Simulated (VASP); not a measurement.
# C in VASP: further runs

C is run at these levels: r2SCAN; tasks: single point.

All numbers are computed with VASP 6.6.1; they aren't measurements. Logs are shortened: lines on timing, memory, paths and dates and some standing lists are left out, and cuts for length are marked.

## (1) The cell of the first run

The typed cell holds 4 atoms: a = 2.517 Å, b = 2.517 Å, c = 4.360 Å, α = 73.22°, β = 73.22°, γ = 60.00°.

## (2) Single point, r2SCAN (mode 4 frozen in at -0.025 Å and mode 9 at -0.020 Å (largest displacements))

Input file POSCAR:

```
C
1.0
    0.0000000000     -1.7801161419     -1.7801161419
   -1.7801161419      0.0000000000     -1.7801161419
    1.7801161419      1.7801161419     -3.5602322838
C
4
Direct
    0.7432475730      0.7624171338      0.7451350028
    0.2567524270      0.2375828662      0.2548649972
    0.3650040866      0.3841736474      0.8798649904
    0.8849959134      0.8658263526      0.3701350096
```

Input file INCAR.step1:

```
PREC = Accurate
ENCUT = 520
ISMEAR = 0
SIGMA = 0.05
LREAL = F
LASPH = T
NELM = 60
NBANDS = 16
GGA = PE
ALGO = Normal
EDIFF = 1E-4
LWAVE = T
LCHARG = F
```

Input file INCAR.step2:

```
PREC = Accurate
ENCUT = 520
EDIFF = 1E-6
ISMEAR = 0
SIGMA = 0.05
LREAL = F
LASPH = T
NELM = 60
ALGO = Normal
ISIF = 2
LWAVE = F
LCHARG = F
METAGGA = R2SCAN
LMIXTAU = T
NBANDS = 16
ISTART = 1
```

Input file KPOINTS:

```
Automatic mesh
0
Gamma
  12 12 10
```

Potentials or basis: VASP PAW PBE potentials, release 64 (C).

Started as:

```sh
cat potpaw_PBE.64/C/POTCAR > POTCAR
cp INCAR.step1 INCAR
mpirun -np 1 vasp_std > vasp.out
cp INCAR.step2 INCAR
mpirun -np 1 vasp_std > vasp.out
```

OUTCAR:

```text
PREC = Accurate
   ENCUT = 520
   EDIFF = 1E-6
   ISMEAR = 0
   LREAL = F
   LASPH = T
   NELM = 60
   ISIF = 2
   METAGGA = R2SCAN
   ISTART = 1

 ion  position               nearest neighbor table
   1  0.743  0.762  0.745-   4 1.54   3 1.56   3 1.56   3 1.56
   2  0.257  0.238  0.255-   4 1.53   4 1.53   4 1.53   3 1.54
   3  0.365  0.384  0.880-   2 1.54   1 1.56   1 1.56   1 1.56
   4  0.885  0.866  0.370-   2 1.53   2 1.53   2 1.53   1 1.54

  LATTYP: Found a trigonal (rhomboedric) cell.
 ALAT       =     4.3603762305
 COS(alpha) =     0.8333333333

  Lattice vectors:

 A1 = (   1.7801161419,   3.5602322838,  -1.7801161419)
 A2 = (   3.5602322838,   1.7801161419,  -1.7801161419)
 A3 = (   1.7801161419,   1.7801161419,  -3.5602322838)

Analysis of symmetry for initial positions (statically):
=====================================================================
 Subroutine PRICEL returns:
 Original cell was already a primitive cell.

 Routine SETGRP: Setting up the symmetry group for a
 trigonal (rhombohedral) supercell.

 Subroutine GETGRP returns: Found  1 space group operations
 (whereof  1 operations were pure point group operations)
 out of a pool of 12 trial point group operations.

The static configuration has the point symmetry C_1 .

Analysis of symmetry for dynamics (positions and initial velocities):
=====================================================================
 Subroutine PRICEL returns:
 Original cell was already a primitive cell.

 Routine SETGRP: Setting up the symmetry group for a
 trigonal (rhombohedral) supercell.

 Subroutine GETGRP returns: Found  1 space group operations
 (whereof  1 operations were pure point group operations)
 out of a pool of 12 trial point group operations.

The dynamic configuration has the point symmetry C_1 .

 Subroutine INISYM returns: Found  1 space group operations
 (whereof  1 operations are pure point group operations),
 and found     1 'primitive' translations

----------------------------------------------------------------------------------------

                                     Primitive cell

  volume of cell :      22.5634

  direct lattice vectors                    reciprocal lattice vectors
     0.000000000 -1.780116142 -1.780116142     0.140440275 -0.421320824 -0.140440275
    -1.780116142  0.000000000 -1.780116142    -0.421320824  0.140440275 -0.140440275
     1.780116142  1.780116142 -3.560232284     0.140440275  0.140440275 -0.140440275

  length of vectors
     2.517464390  2.517464390  4.360376231     0.465787697  0.465787697  0.243249691

  position of ions in fractional coordinates (direct lattice)
     0.743247573  0.762417134  0.745135003
     0.256752427  0.237582866  0.254864997
     0.365004087  0.384173647  0.879864990
     0.884995913  0.865826353  0.370135010

  ion indices of the primitive-cell ions
   primitive index   ion index
                 1           1
                 2           2
                 3           3
                 4           4

----------------------------------------------------------------------------------------

 KPOINTS: Automatic mesh

Automatic generation of k-mesh.
 Grid dimensions read from file:
 generate k-points for:   12   12   10

 Generating k-lattice:

  Cartesian coordinates                     Fractional coordinates (reciprocal lattice)
     0.011703356 -0.035110069 -0.011703356     0.083333333  0.000000000  0.000000000
    -0.035110069  0.011703356 -0.011703356     0.000000000  0.083333333  0.000000000
     0.014044027  0.014044027 -0.014044027     0.000000000  0.000000000  0.100000000

  Length of vectors
     0.038815641  0.038815641  0.024324969

  Shift w.r.t. Gamma in fractional coordinates (k-lattice)
     0.000000000  0.000000000  0.000000000

 -----------------------------------------------------------------------------
|                                                                             |
|           W    W    AA    RRRRR   N    N  II  N    N   GGGG   !!!           |
|           W    W   A  A   R    R  NN   N  II  NN   N  G    G  !!!           |
|           W    W  A    A  R    R  N N  N  II  N N  N  G       !!!           |
|           W WW W  AAAAAA  RRRRR   N  N N  II  N  N N  G  GGG   !            |
|           WW  WW  A    A  R   R   N   NN  II  N   NN  G    G                |
|           W    W  A    A  R    R  N    N  II  N    N   GGGG   !!!           |
|                                                                             |
|     Your reciprocal lattice and k-lattice belong to different lattice       |
|     classes:                                                                |
|                                                                             |
|        The reciprocal lattice is rhombohedral (trigonal),                   |
|        whereas your k-lattice is base-centered monoclinic.                  |
|                                                                             |
|     Results are often still useful ...                                      |
|                                                                             |
 -----------------------------------------------------------------------------

 WARNING: IBZKPT: internal override: KBLOWUP is changed to .FALSE.
      ... skipping the blow-up phase ...

 Subroutine IBZKPT returns following result:
 ===========================================

 Found    724 irreducible k-points:

 Following reciprocal coordinates:
            Coordinates               Weight
  0.000000  0.000000  0.000000      1.000000
  0.083333  0.000000  0.000000      2.000000
  0.166667  0.000000 -0.000000      2.000000
  0.250000  0.000000  0.000000      2.000000
  0.333333  0.000000  0.000000      2.000000
  0.416667  0.000000 -0.000000      2.000000
[... 16 lines left out ...]
  0.250000  0.166667  0.000000      2.000000
  0.333333  0.166667 -0.000000      2.000000
 [... further k-points ...]
   k-points           NKPTS =    724   k-points in BZ     NKDIM =    724   number of bands    NBANDS=     16
   number of dos      NEDOS =    301   number of ions     NIONS =      4
   total plane-waves  NPLWV =  12800
   dimension x,y,z NGX =    20 NGY =   20 NGZ =   32
   dimension x,y,z NGXF=    40 NGYF=   40 NGZF=   64
   ions per type =               4
   NGX,Y,Z   is equivalent  to a cutoff of  13.21, 13.21, 12.20 a.u.
   NGXF,Y,Z  is equivalent  to a cutoff of  26.41, 26.41, 24.40 a.u.
 SYSTEM =  unknown system
   PREC   = accura    normal or accurate (medium, high low for compatibility)
   ISTART =      1    job   : 0-new  1-cont  2-samecut
   ICHARG =      0    charge: 1-file 2-atom 10-const
   ISPIN  =      1    spin polarized calculation?
   LNONCOLLINEAR =      F non collinear calculations
   LSORBIT =      F    spin-orbit coupling
   LASPH  =      T    aspherical Exc in radial PAW
   ENCUT  =  520.0 eV  38.22 Ry    6.18 a.u.   4.68  4.68  8.11*2*pi/ulx,y,z
   NELM   =     60;   NELMIN=  2; NELMDL=  0     # of ELM steps
   EDIFF  = 0.1E-05   stopping-criterion for ELM
   LREAL  =      F    real-space projection
   EDIFFG = 0.1E-04   stopping-criterion for IOM
   NSW    =      0    number of steps for IOM
   IBRION =     -1    ionic relax: 0-MD 1-quasi-New 2-CG
   NFREE  =      0    steps in history (QN), initial steepest desc. (CG)
   ISIF   =      2    stress and relaxation
   ISYM   =      2    0-nonsym 1-usesym 2-fastsym
   POTIM  = 0.5000    time-step for ionic-motion
   TEBEG  =    0.0;   TEEND  =   0.0 temperature during run
   PSTRESS=    0.0 pullay stress
   NELECT =      16.0000    total number of electrons
   NUPDOWN=      -1.0000    fix difference up-down
   EMIN   =  10.00;   EMAX   =-10.00  energy-range for DOS
   EFERMI =   0.00;   METHOD = LEGACY
   ISMEAR =     0;   SIGMA  =   0.05  broadening in eV -4-tet -1-fermi 0-gaus
   EFERMI_NEDOS =   21; number of points for ismear=-14 and -15
   IALGO  =     38    algorithm
   IMIX   =      4    mixing-type and parameters
     AMIX     =   0.40;   BMIX     =  1.00
     AMIX_MAG =   1.60;   BMIX_MAG =  1.00
  volume/ion in A,a.u.               =       5.64        38.07
  Fermi-wavevector in a.u.,A,eV,Ry     =   1.459867  2.758748 28.996877  2.131210
  Thomas-Fermi vector in A             =   2.576383
   LORBIT       =      0    0 simple, 1 ext, 2 COOP (PROOUT), +10 PAW based schemes
   METAGGA = R2SCAN    functional components
   LHFCALC =     F    Hartree Fock is set to
   AEXX    =    0.0000 exact exchange contribution
   IVDW    =     0    specifies the selected vdW correction
   LEPSILON=     F    determine dielectric tensor
   LRPA    =     F    only Hartree local field effects (RPA)
 non-spin polarized calculation
 Gauss-broadening in eV      SIGMA  =   0.05
  energy-cutoff  :      520.00
  volume of cell :       22.56
 maximum number of plane-waves:       624
   NGX =  9   NGY =  9   NGZ = 17

 number of electron      16.0000000 magnetization

 Free energy of the ion-electron system (eV)
  ---------------------------------------------------
  ext. energy  EPLUGINS =         0.00000000
  ---------------------------------------------------
  free energy    TOTEN  =       -39.23960056 eV

  energy without entropy =      -39.23960056  energy(sigma->0) =      -39.23960056

 E-fermi :  10.1246     XC(G=0): -14.2893

 val. band max:        9.8380602573   @ k =   0.0000   0.0000   0.0000
 cond. band min:      14.1605475267   @ k =  -0.3333  -0.3333   0.3000
 fundamental gap:      4.3224872694
 Fermi energy:        10.1246243714

 k-point     1 :       0.0000    0.0000    0.0000
  band No.  band energies     occupation
      1     -12.9889      2.00000
      2      -6.9833      2.00000
      3      -4.3160      2.00000
      4       6.7590      2.00000
      5       6.7621      2.00000
      6       9.8130      2.00000
[... 8 lines left out ...]
     15      23.6898      0.00000
     16      26.4942      0.00000

 k-point     2 :       0.0833    0.0000    0.0000
  band No.  band energies     occupation
      1     -12.8040      2.00000
      2      -6.8740      2.00000
      3      -4.0943      2.00000
      4       5.9205      2.00000
      5       6.5080      2.00000
      6       8.8241      2.00000
[... 8 lines left out ...]
     15      23.8464      0.00000
     16      26.4752      0.00000
[... 387 lines left out ...]
      5       4.3310      2.00000
      6       4.8091      2.00000
[... 8 lines left out ...]
     15      24.1187      0.00000
     16      24.6527      0.00000

 k-point    24 :       0.3333    0.1667   -0.0000
  band No.  band energies     occupation
      1     -10.6671      2.00000
      2      -6.2098      2.00000
      3      -1.3428      2.00000
      4       1.4793      2.00000
      5       2.9578      2.00000
      6       3.8801      2.00000
[... 8 lines left out ...]
     15      23.5833      0.00000
     16      25.5245      0.00000

 [... further k-points ...]
[... 5 lines left out ...]
  --------------------------------------------------------------------------------------
  -------------------------------------------------------------------------------------
  Total        0.1723106      0.1876103      0.2087144     -0.0249559      0.0381363      0.0326324
  in kB       12.2353859     13.3217812     14.8203362     -1.7720621      2.7079691      2.3171499
  external PRESSURE =      13.4591678 kB  Pullay stress =       0.0000000 kB

 VOLUME and BASIS-vectors are now :
 -----------------------------------------------------------------------------
  energy-cutoff  :      520.00
  volume of cell :       22.56
      direct lattice vectors                 reciprocal lattice vectors
     0.000000000 -1.780116142 -1.780116142     0.140440275 -0.421320824 -0.140440275
    -1.780116142  0.000000000 -1.780116142    -0.421320824  0.140440275 -0.140440275
     1.780116142  1.780116142 -3.560232284     0.140440275  0.140440275 -0.140440275

 POSITION                                       TOTAL-FORCE (eV/Angst)
 -----------------------------------------------------------------------------------
     -0.03076      0.00336     -5.33311         1.106854      0.635689     -0.780088
      0.03076     -0.00336     -1.78735        -1.094829     -0.625880      0.773303
      0.88239      0.91651     -4.46615        -0.577498     -1.046385      0.898874
     -0.88239     -0.91651     -4.43443         0.565474      1.036576     -0.892089
 -----------------------------------------------------------------------------------
    total drift:                               -0.000007      0.000041      0.000018

  FREE ENERGIE OF THE ION-ELECTRON SYSTEM (eV)
  ---------------------------------------------------
  free  energy   TOTEN  =       -39.2396005597 eV

  energy  without entropy=      -39.2396005597  energy(sigma->0) =      -39.23960056
```

Run time: 6 min. Hardware: 1 thread of Intel Xeon 6975P-C (Granite Rapids), shared host; peak memory 0.28 GiB.

What came out:

```
Free energy            : -39.2396 eV
Pressure               : 1.3 GPa
Largest force          : 1.496 eV/Å
Band gap on the k mesh : 4.32 eV
```

Forces on the atoms (eV/Å):
```
C    1.107  0.636 -0.780
C   -1.095 -0.626  0.773
C   -0.577 -1.046  0.899
C    0.565  1.037 -0.892
```

Caveat: the cell differs from its parent crystal (mode 4 frozen in at -0.025 Å and mode 9 at -0.020 Å (largest displacements)); the PAW data sets were made with another functional, which shifts forces and pressure a little.

(Part 1 of 2 ends here.)
